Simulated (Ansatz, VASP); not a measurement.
**One calculation of GaSb, two programs**

INCAR

```
PREC = Accurate ; ENCUT = 500
EDIFF = 1E-6 ; ISMEAR = 0
SIGMA = 0.01 ; LREAL = False
LASPH = True ; NELM = 120
ALGO = Normal ; ISIF = 2
LWAVE = False ; LCHARG = False
GGA = PE ; NBANDS = 16
GGA_COMPAT = False
```

KPOINTS

```
Automatic mesh
0
Gamma
  5 5 5
```

POSCAR

```
GaSb
1.0
    0.0000000000      3.0590000000      3.0590000000
    3.0590000000      0.0000000000      3.0590000000
    3.0590000000      3.0590000000      0.0000000000
Ga Sb
1 1
Direct
    0.0000000000      0.0000000000      0.0000000000
    0.7500000000      0.7500000000      0.7500000000
```

Input for Ansatz:

```yaml
crystal:
  lattice:
    bravais: fcc
    a: 6.118
  space_group: 216
  atoms:
    - { symbol: Ga, position: [0.0, 0.0, 0.0] }
    - { symbol: Sb, position: [0.25, 0.25, 0.75] }
  reduce_to_primitive: true
basis:
  ecutwfc: 470.0
kpoints:
  mp_grid:
    grid: [5, 5, 5]
    shift: [0.0, 0.0, 0.0]
hamiltonian:
  xc: pbe
  pseudopotentials:
    kind: paw
scf:
  occupations:
    method: fixed
output:
  optics:
    de: 0.1
    nscf_kmesh:
      grid: [6, 6, 6]
    bands:
      spectra_wanted_up_to: 10.0
```

Alike in both runs: task single point; functional PBE; k mesh 5 × 5 × 5; no spin polarisation.

|  | VASP | Ansatz |
| --- | --- | --- |
| version | VASP 6.6.1 | Ansatz 0.2.0 |
| potentials or method | VASP PAW PBE potentials, release 64 (Ga_d, Sb), cutoff 500 eV | plane waves, PAW |
| occupations | gaussian, width 0.01 eV | fixed |
| valence electrons in the cell | 18 | 28 |

```csv
,VASP,Ansatz,Ansatz less VASP
gap on the k mesh at the Fermi level (eV),0.03,0.03,-0.002
```

VASP's potentials hold 18 valence electrons a cell and Ansatz's 28, so a difference there can come from the potentials and not from the codes.

Spin-orbit coupling is off throughout.
